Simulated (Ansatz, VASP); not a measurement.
**Si2O in VASP and in Ansatz**

```
Si O
1.0
     0.00000    2.44468    3.97208
     2.44454    0.00000    3.97208
     2.44454    2.44468    0.00000
Si O
2 1
Direct
  0.20843 0.20843 0.79157
  0.79157 0.79157 0.20843
  0.00000 0.00000 0.00000
```

Alike in both runs: functional PBE; k mesh 14 × 14 × 14; occupations gaussian, width 0.1 eV; no spin polarisation.

Ansatz relaxed the structure, and its values are those at the end. VASP's run is a single point on that final structure, the one shown.

```csv
,VASP,Ansatz
version,VASP 6.6.1,Ansatz 0.2.0
potentials or method,"VASP PAW PBE potentials, release 64 (Si, O), cutoff 520 eV","scalar-relativistic, plane waves, PAW"
valence electrons in the cell,14,14
```

Ansatz gave:

```
gap on the k mesh at the Fermi level (eV) : none
pressure (GPa)                            : 0.0
rms of the force components (eV/Å)        : 0.000
```

Problem. Estimate VASP's values.

Solution. gap on the k mesh at the Fermi level (eV): none; pressure (GPa): 0.0; rms of the force components (eV/Å): 0.011.

A gap of «none» marks a metal or a gap that the smearing closes.
